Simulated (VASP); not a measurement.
# Li in VASP: single point with PBE

Aim: the single point of Li with PBE.

Everything below comes from runs of VASP 6.6.1. Logs are shortened: lines on timing, memory, paths and dates and some standing lists are left out, and cuts for length are marked.

### 1 The cell of the first run

The typed cell holds 1 atom: a = 2.974 Å, b = 2.974 Å, c = 2.974 Å, α = 109.47°, β = 109.47°, γ = 109.47°.

### 2 Single point, PBE

The input, POSCAR:

```
Li
1.0
    2.4281701727      1.4019047028      0.9911735118
   -2.4281701727      1.4019047028      0.9911735118
    0.0000000000     -2.8038094057      0.9911735118
Li
1
Direct
    0.0000000000      0.0000000000      0.0000000000
```

The input, INCAR.step1:

```
SYSTEM = Li
PREC = Accurate ; ENCUT = 520
EDIFF = 1E-7 ; ISMEAR = 0
SIGMA = 0.1 ; LREAL = .False.
LASPH = .True. ; NELM = 80
ALGO = Fast ; ISIF = 2
LWAVE = .False. ; LCHARG = .True.
GGA = PE ; NBANDS = 8
```

The input, KPOINTS.step1:

```
regular mesh
0
Gamma
  24 24 24
  0 0 0
```

The input, INCAR.step2:

```
SYSTEM = Li
PREC = Accurate ; ENCUT = 520
EDIFF = 1E-7 ; ISMEAR = -5
SIGMA = 0.1 ; LREAL = .False.
LASPH = .True. ; NELM = 80
ALGO = Fast ; ISIF = 2
LWAVE = .False. ; LCHARG = .False.
GGA = PE ; LORBIT = 11
NEDOS = 1001 ; ICHARG = 11
```

The input, KPOINTS.step2:

```
regular mesh
0
Gamma
  36 36 36
  0 0 0
```

Potentials or basis: VASP PAW PBE potentials, release 64 (Li_sv).

The run is started by

```
cat potpaw_PBE.64/Li_sv/POTCAR > POTCAR
cp INCAR.step1 INCAR
cp KPOINTS.step1 KPOINTS
mpirun -np 1 vasp_std > vasp.out
cp INCAR.step2 INCAR
cp KPOINTS.step2 KPOINTS
mpirun -np 1 vasp_std > vasp.out
```

OUTCAR:

```text
SYSTEM = Li
   PREC = Accurate
   ENCUT = 520
   EDIFF = 1E-7
   ISMEAR = -5
   LREAL = .False.
   LASPH = .True.
   NELM = 80
   ISIF = 2
   GGA = PE
   LORBIT = 11
   ICHARG = 11

 ion  position               nearest neighbor table
   1  0.000  0.000  0.000-

  LATTYP: Found a trigonal (rhomboedric) cell.
 ALAT       =     2.9738480314
 COS(alpha) =    -0.3333700398

  Lattice vectors:

 A1 = (   2.4281701727,   1.4019047028,   0.9911735118)
 A2 = (  -2.4281701727,   1.4019047028,   0.9911735118)
 A3 = (   0.0000000000,  -2.8038094057,   0.9911735118)

Analysis of symmetry for initial positions (statically):
=====================================================================
 Subroutine PRICEL returns:
 Original cell was already a primitive cell.

 Routine SETGRP: Setting up the symmetry group for a
 trigonal (rhombohedral) supercell.

 Subroutine GETGRP returns: Found 12 space group operations
 (whereof 12 operations were pure point group operations)
 out of a pool of 12 trial point group operations.

The static configuration has the point symmetry D_3d.

Analysis of symmetry for dynamics (positions and initial velocities):
=====================================================================
 Subroutine PRICEL returns:
 Original cell was already a primitive cell.

 Routine SETGRP: Setting up the symmetry group for a
 trigonal (rhombohedral) supercell.

 Subroutine GETGRP returns: Found 12 space group operations
 (whereof 12 operations were pure point group operations)
 out of a pool of 12 trial point group operations.

The dynamic configuration has the point symmetry D_3d.

 Subroutine INISYM returns: Found 12 space group operations
 (whereof 12 operations are pure point group operations),
 and found     1 'primitive' translations

----------------------------------------------------------------------------------------

                                     Primitive cell

  volume of cell :      20.2441

  direct lattice vectors                    reciprocal lattice vectors
     2.428170173  1.401904703  0.991173512     0.205916375  0.118885875  0.336301696
    -2.428170173  1.401904703  0.991173512    -0.205916375  0.118885875  0.336301696
     0.000000000 -2.803809406  0.991173512     0.000000000 -0.237771749  0.336301696

  length of vectors
     2.973848031  2.973848031  2.973848031     0.411866769  0.411866769  0.411866769

  position of ions in fractional coordinates (direct lattice)
     0.000000000  0.000000000  0.000000000

  ion indices of the primitive-cell ions
   primitive index   ion index
                 1           1

----------------------------------------------------------------------------------------

 KPOINTS: regular mesh

Automatic generation of k-mesh.
 Grid dimensions read from file:
 generate k-points for:   36   36   36

 Generating k-lattice:

  Cartesian coordinates                     Fractional coordinates (reciprocal lattice)
     0.005719899  0.003302385  0.009341714     0.027777778  0.000000000  0.000000000
    -0.005719899  0.003302385  0.009341714     0.000000000  0.027777778  0.000000000
     0.000000000 -0.006604771  0.009341714     0.000000000  0.000000000  0.027777778

  Length of vectors
     0.011440744  0.011440744  0.011440744

  Shift w.r.t. Gamma in fractional coordinates (k-lattice)
     0.000000000  0.000000000  0.000000000

 TETIRR: Found  69870 inequivalent tetrahedra from   279936

 Subroutine IBZKPT returns following result:
 ===========================================

 Found   4237 irreducible k-points:

 Following reciprocal coordinates:
            Coordinates               Weight
  0.000000  0.000000  0.000000      1.000000
  0.027778  0.000000  0.000000      6.000000
  0.055556  0.000000  0.000000      6.000000
  0.083333  0.000000  0.000000      6.000000
  0.111111  0.000000  0.000000      6.000000
  0.138889  0.000000 -0.000000      6.000000
[... 16 lines left out ...]
  0.111111  0.027778  0.000000     12.000000
  0.138889  0.027778 -0.000000     12.000000
 [... further k-points ...]
   k-points           NKPTS =   4237   k-points in BZ     NKDIM =   4237   number of bands    NBANDS=      5
   number of dos      NEDOS =   1001   number of ions     NIONS =      1
   total plane-waves  NPLWV =  13824
   dimension x,y,z NGX =    24 NGY =   24 NGZ =   24
   dimension x,y,z NGXF=    48 NGYF=   48 NGZF=   48
   ions per type =               1
   NGX,Y,Z   is equivalent  to a cutoff of  13.42, 13.42, 13.42 a.u.
   NGXF,Y,Z  is equivalent  to a cutoff of  26.83, 26.83, 26.83 a.u.
 SYSTEM =  Li
   PREC   = accura    normal or accurate (medium, high low for compatibility)
   ISTART =      0    job   : 0-new  1-cont  2-samecut
   ICHARG =     11    charge: 1-file 2-atom 10-const
   ISPIN  =      1    spin polarized calculation?
   LNONCOLLINEAR =      F non collinear calculations
   LSORBIT =      F    spin-orbit coupling
   LASPH  =      T    aspherical Exc in radial PAW
   ENCUT  =  520.0 eV  38.22 Ry    6.18 a.u.   5.53  5.53  5.53*2*pi/ulx,y,z
   NELM   =     80;   NELMIN=  2; NELMDL=  0     # of ELM steps
   EDIFF  = 0.1E-06   stopping-criterion for ELM
   LREAL  =      F    real-space projection
   EDIFFG = 0.1E-05   stopping-criterion for IOM
   NSW    =      0    number of steps for IOM
   IBRION =     -1    ionic relax: 0-MD 1-quasi-New 2-CG
   NFREE  =      0    steps in history (QN), initial steepest desc. (CG)
   ISIF   =      2    stress and relaxation
   ISYM   =      2    0-nonsym 1-usesym 2-fastsym
   POTIM  = 0.5000    time-step for ionic-motion
   TEBEG  =    0.0;   TEEND  =   0.0 temperature during run
   PSTRESS=    0.0 pullay stress
   NELECT =       3.0000    total number of electrons
   NUPDOWN=      -1.0000    fix difference up-down
   EMIN   =  10.00;   EMAX   =-10.00  energy-range for DOS
   EFERMI =   0.00;   METHOD = LEGACY
   ISMEAR =    -5;   SIGMA  =   0.10  broadening in eV -4-tet -1-fermi 0-gaus
   EFERMI_NEDOS =   21; number of points for ismear=-14 and -15
   IALGO  =     68    algorithm
   IMIX   =      4    mixing-type and parameters
     AMIX     =   0.40;   BMIX     =  1.00
     AMIX_MAG =   1.60;   BMIX_MAG =  1.00
  volume/ion in A,a.u.               =      20.24       136.61
  Fermi-wavevector in a.u.,A,eV,Ry     =   0.866328  1.637123 10.211504  0.750524
  Thomas-Fermi vector in A             =   1.984701
   LORBIT       =     11    0 simple, 1 ext, 2 COOP (PROOUT), +10 PAW based schemes
   GGA     = PE    functional components
   LHFCALC =     F    Hartree Fock is set to
   AEXX    =    0.0000 exact exchange contribution
   IVDW    =     0    specifies the selected vdW correction
   LEPSILON=     F    determine dielectric tensor
   LRPA    =     F    only Hartree local field effects (RPA)
 non-spin polarized calculation
 RMM-DIIS sequential band-by-band and
 Fermi weights with tetrahedron method with Bloechl corrections
  energy-cutoff  :      520.00
  volume of cell :       20.24
 maximum number of plane-waves:       567

 number of electron       3.0000001 magnetization

 Free energy of the ion-electron system (eV)
  ---------------------------------------------------
  ext. energy  EPLUGINS =         0.00000000
  ---------------------------------------------------
  free energy    TOTEN  =        -1.90459344 eV

  energy without entropy =       -1.90459344  energy(sigma->0) =       -1.90459344

 E-fermi :   0.6485     XC(G=0):  -7.0473

 val. band max:        0.6421861966   @ k =  -0.0833  -0.4167   0.0278
 cond. band min:       0.6544649422   @ k =  -0.4167   0.3333   0.2500
 fundamental gap:      0.0122787455
 Fermi energy:         0.6485331538

 k-point     1 :       0.0000    0.0000    0.0000
  band No.  band energies     occupation
      1     -45.8979      2.00000
      2      -2.9333      2.00000
      3      15.2464      0.00000
      4      15.2464      0.00000
      5      15.2486      0.00000

 k-point     2 :       0.0278    0.0000    0.0000
  band No.  band energies     occupation
      1     -45.8978      2.00000
      2      -2.9186      2.00000
      3      15.1503      0.00000
      4      15.1654      0.00000
      5      15.2205      0.00000

 k-point     3 :       0.0556    0.0000    0.0000
  band No.  band energies     occupation
      1     -45.8973      2.00000
      2      -2.8747      2.00000
      3      14.8518      0.00000
      4      14.9419      0.00000
      5      15.1435      0.00000

 k-point     4 :       0.0833    0.0000    0.0000
  band No.  band energies     occupation
      1     -45.8966      2.00000
      2      -2.8017      2.00000
      3      14.3489      0.00000
      4      14.6242      0.00000
      5      15.0174      0.00000

 k-point     5 :       0.1111    0.0000    0.0000
  band No.  band energies     occupation
      1     -45.8957      2.00000
      2      -2.6994      2.00000
      3      13.6682      0.00000
      4      14.2566      0.00000
      5      14.8471      0.00000

 k-point     6 :       0.1389    0.0000   -0.0000
  band No.  band energies     occupation
      1     -45.8945      2.00000
      2      -2.5679      2.00000
      3      12.8654      0.00000
      4      13.8705      0.00000
      5      14.6408      0.00000

 k-point     7 :       0.1667    0.0000    0.0000
  band No.  band energies     occupation
      1     -45.8931      2.00000
      2      -2.4071      2.00000
      3      11.9969      0.00000
      4      13.4854      0.00000
      5      14.4089      0.00000

 k-point     8 :       0.1944    0.0000    0.0000
  band No.  band energies     occupation
      1     -45.8915      2.00000
      2      -2.2167      2.00000
      3      11.1037      0.00000
      4      13.1138      0.00000
      5      14.1629      0.00000

 k-point     9 :       0.2222    0.0000    0.0000
  band No.  band energies     occupation
      1     -45.8899      2.00000
      2      -1.9979      2.00000
      3      10.2102      0.00000
      4      12.7631      0.00000
      5      13.9132      0.00000

 k-point    10 :       0.2500    0.0000    0.0000
  band No.  band energies     occupation
      1     -45.8882      2.00000
      2      -1.7504      2.00000
      3       9.3327      0.00000
      4      12.4385      0.00000
      5      13.6688      0.00000

 k-point    11 :       0.2778    0.0000   -0.0000
  band No.  band energies     occupation
      1     -45.8865      2.00000
      2      -1.4750      2.00000
      3       8.4817      0.00000
      4      12.1431      0.00000
      5      13.4369      0.00000

 k-point    12 :       0.3056    0.0000    0.0000
  band No.  band energies     occupation
      1     -45.8848      2.00000
      2      -1.1734      2.00000
      3       7.6638      0.00000
      4      11.8791      0.00000
      5      13.2231      0.00000

 k-point    13 :       0.3333    0.0000   -0.0000
  band No.  band energies     occupation
      1     -45.8833      2.00000
      2      -0.8478      2.00000
      3       6.8857      0.00000
      4      11.6482      0.00000
      5      13.0315      0.00000

 k-point    14 :       0.3611    0.0000    0.0000
  band No.  band energies     occupation
      1     -45.8819      2.00000
      2      -0.5024      2.00000
      3       6.1544      0.00000
      4      11.4515      0.00000
      5      12.8652      0.00000

 k-point    15 :       0.3889    0.0000    0.0000
  band No.  band energies     occupation
      1     -45.8807      2.00000
      2      -0.1451      2.00000
      3       5.4794      0.00000
      4      11.2896      0.00000
      5      12.7266      0.00000

 k-point    16 :       0.4167    0.0000    0.0000
  band No.  band energies     occupation
      1     -45.8797      2.00000
      2       0.2098      2.00531
      3       4.8763      0.00000
      4      11.1633      0.00000
      5      12.6174      0.00000

 k-point    17 :       0.4444    0.0000    0.0000
  band No.  band energies     occupation
      1     -45.8790      2.00000
      2       0.5346      1.86282
      3       4.3735      0.00000
      4      11.0727      0.00000
      5      12.5385      0.00000

 k-point    18 :       0.4722    0.0000    0.0000
  band No.  band energies     occupation
      1     -45.8785      2.00000
      2       0.7792      0.01389
      3       4.0217      0.00000
      4      11.0183      0.00000
      5      12.4909      0.00000

 k-point    19 :       0.5000    0.0000    0.0000
  band No.  band energies     occupation
      1     -45.8784      2.00000
      2       0.8737      0.00000
      3       3.8914      0.00000
      4      11.0002      0.00000
      5      12.4750      0.00000

 k-point    20 :       0.0278    0.0278    0.0000
  band No.  band energies     occupation
      1     -45.8975      2.00000
      2      -2.8894      2.00000
      3      14.9446      0.00000
      4      15.0440      0.00000
      5      15.1444      0.00000

 k-point    21 :       0.0556    0.0278    0.0000
  band No.  band energies     occupation
      1     -45.8969      2.00000
      2      -2.8308      2.00000
      3      14.5785      0.00000
      4      14.7491      0.00000
      5      15.0241      0.00000

 k-point    22 :       0.0833    0.0278    0.0000
  band No.  band energies     occupation
      1     -45.8961      2.00000
      2      -2.7432      2.00000
      3      14.0138      0.00000
      4      14.3755      0.00000
      5      14.8609      0.00000

 k-point    23 :       0.1111    0.0278    0.0000
  band No.  band energies     occupation
      1     -45.8950      2.00000
      2      -2.6263      2.00000
      3      13.2765      0.00000
      4      13.9868      0.00000
      5      14.6562      0.00000

 k-point    24 :       0.1389    0.0278   -0.0000
  band No.  band energies     occupation
      1     -45.8937      2.00000
      2      -2.4801      2.00000
      3      12.4387      0.00000
      4      13.5983      0.00000
      5      14.4195      0.00000

 [... further k-points ...]
[... 5 lines left out ...]
  --------------------------------------------------------------------------------------
  -------------------------------------------------------------------------------------
  Total       -0.0094518     -0.0094518     -0.0075528      0.0000000      0.0000000      0.0000000
  in kB       -0.7480402     -0.7480402     -0.5977540      0.0000000      0.0000000      0.0000000
  external PRESSURE =      -0.6979448 kB  Pullay stress =       0.0000000 kB

 VOLUME and BASIS-vectors are now :
 -----------------------------------------------------------------------------
  energy-cutoff  :      520.00
  volume of cell :       20.24
      direct lattice vectors                 reciprocal lattice vectors
     2.428170173  1.401904703  0.991173512     0.205916375  0.118885875  0.336301696
    -2.428170173  1.401904703  0.991173512    -0.205916375  0.118885875  0.336301696
     0.000000000 -2.803809406  0.991173512     0.000000000 -0.237771749  0.336301696

 POSITION                                       TOTAL-FORCE (eV/Angst)
 -----------------------------------------------------------------------------------
      0.00000      0.00000      0.00000        -0.000000      0.000000      0.000000
 -----------------------------------------------------------------------------------
    total drift:                               -0.000000     -0.000000     -0.000000

  FREE ENERGIE OF THE ION-ELECTRON SYSTEM (eV)
  ---------------------------------------------------
  free  energy   TOTEN  =        -1.9045934350 eV

  energy  without entropy=       -1.9045934350  energy(sigma->0) =       -1.90459344

 total charge

# of ion       s       p       d       tot
------------------------------------------
    1        2.033   0.041   0.000   2.074
```

Run time: 16 min. Hardware: 1 thread of Oxide Virtual Turin-like, shared host; peak memory 0.5 GiB.

Results:

- Valence electrons inside the program's atomic spheres: Li 2.07

Caveat: the cutoff is under 1.25 times the usual one of these potentials, so pressure, stress and relaxed cells hold a basis-set (Pulay) error.
